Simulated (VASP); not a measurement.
# In2Te2O: relaxation of cell and atoms with PBE

The system is In2Te2O.

```
CELL_PARAMETERS angstrom
-2.16788 2.16788 6.83437
2.16788 -2.16788 6.83437
2.16788 2.16788 -6.83437
ATOMIC_POSITIONS crystal
In 0.34805 0.34805 0.00000
In 0.65195 0.65195 0.00000
Te 0.87101 0.87101 0.00000
Te 0.12899 0.12899 0.00000
O 0.00000 0.00000 0.00000
```

The cell was generated, and may not be a known phase.

```json
{
 "Program": "VASP 6.6.1",
 "Task": "relaxation of cell and atoms",
 "Functional": "PBE",
 "Potentials or basis": "VASP PAW PBE potentials, release 64 (In_d, Te, O)",
 "Cutoff": "600 eV",
 "k mesh": "6 × 6 × 6",
 "Occupations": "gaussian, width 0.1 eV",
 "Spin": "no spin polarisation",
 "Dipole correction": "no",
 "Further INCAR settings": "ALGO = Normal; EDIFF = 1e-06; IBRION = 2; EDIFFG = -0.04; NSW = 90; ISIF = 3"
}
```

```yaml
Relaxed_volume: 29.71 Å³/atom
Relaxed_cell: a = 8.809 Å, b = 8.809 Å, c = 8.809 Å, α = 152.18°, β = 152.18°, γ = 39.74°
Space_group_after_relaxing_to_0.1_Å: I4/mmm (No. 139)
Energy_gained_by_relaxing: 462.8 meV/atom
Ionic_steps: 25
Pressure_after_relaxing: 0.0 GPa
Largest_force_after_relaxing: 0.017 eV/Å
Band_gap_on_the_k_mesh: zero (bands 22 and 23 overlap by 1.05 eV)
```

Forces on the atoms (eV/Å):
```
In   0.000  0.000  0.017
In   0.000  0.000 -0.017
Te   0.000  0.000  0.017
Te   0.000  0.000 -0.017
O    0.000  0.000  0.000
```

Step by step:
```tsv
step	energy change (eV)	largest force (eV/Å)	pressure (GPa)	volume (Å³)
1	0.0000	7.5362	16.24	128.48
2	0.0453	1.2443	-4.90	179.50
3	-0.8059	1.5222	-4.50	167.71
4	-1.4405	1.4962	-3.67	158.79
5	-2.0793	0.3602	0.48	143.39
6	-2.0795	0.3139	0.61	143.09
7	-2.0938	0.2561	0.18	144.98
8	-2.1044	0.2422	-0.49	148.33
9	-2.1162	0.2605	-0.17	147.92
10	-2.1243	0.3042	0.48	147.16
11	-2.1290	0.3166	0.51	147.25
12	-2.1424	0.3421	0.54	147.52
13	-2.1643	0.4232	0.64	148.03
14	-2.1824	0.5731	0.74	148.97
15	-2.2230	0.9313	0.49	150.50
16	-2.2443	0.4646	-0.49	151.97
17	-2.2443	0.4841	-0.46	151.91
18	-2.2592	0.4371	-0.32	150.93
19	-2.2919	0.2887	0.19	148.00
20	-2.2805	0.1336	1.63	142.24
21	-2.3013	0.1634	0.67	145.83
22	-2.3113	0.0362	0.09	147.64
23	-2.3119	0.0991	-0.10	148.28
24	-2.3137	0.0333	0.07	148.66
25	-2.3141	0.0174	0.03	148.54
```

Final structure:
```
In Te O
1.0
    -2.11725    2.11725    8.28410
     2.11725   -2.11725    8.28410
     2.11725    2.11725   -8.28410
In Te O
2 2 1
Direct
  0.31659 0.31659 0.00000
  0.68341 0.68341 0.00000
  0.87557 0.87557 0.00000
  0.12443 0.12443 0.00000
  0.00000 0.00000 0.00000
```

Levels at points of the mesh, in eV from the Fermi level:
```
           k point  band 18  band 19  band 20  band 21  band 22  band 23  band 24  band 25  band 26
(0.00, 0.00, 0.00)    -2.57    -2.22    -2.22    -0.69    -0.52    -0.52     2.74     3.77     4.65
(0.50, 0.00, 0.00)    -2.79    -1.89    -0.99    -0.09    -0.02     1.46     2.12     2.16     2.90
(0.50, 0.50, 0.00)    -4.11    -3.60    -3.49    -2.23    -1.65    -0.33     1.47     2.22     2.76
(0.50, 0.50, 0.50)    -2.47    -1.60    -1.60    -1.13    -1.13    -0.31    -0.16     3.47     3.67
```

It took 71 min on 1 thread of Intel(R) Xeon(R) Platinum 8259CL CPU @ 2.50GHz (Skylake/Cascade Lake) (shared host), peak memory 0.64 GiB.

Caveat: the volume moved by over 15 % at a fixed basis, so the end points are rough; spin-orbit coupling is left out, which moves the levels of the heavy elements.
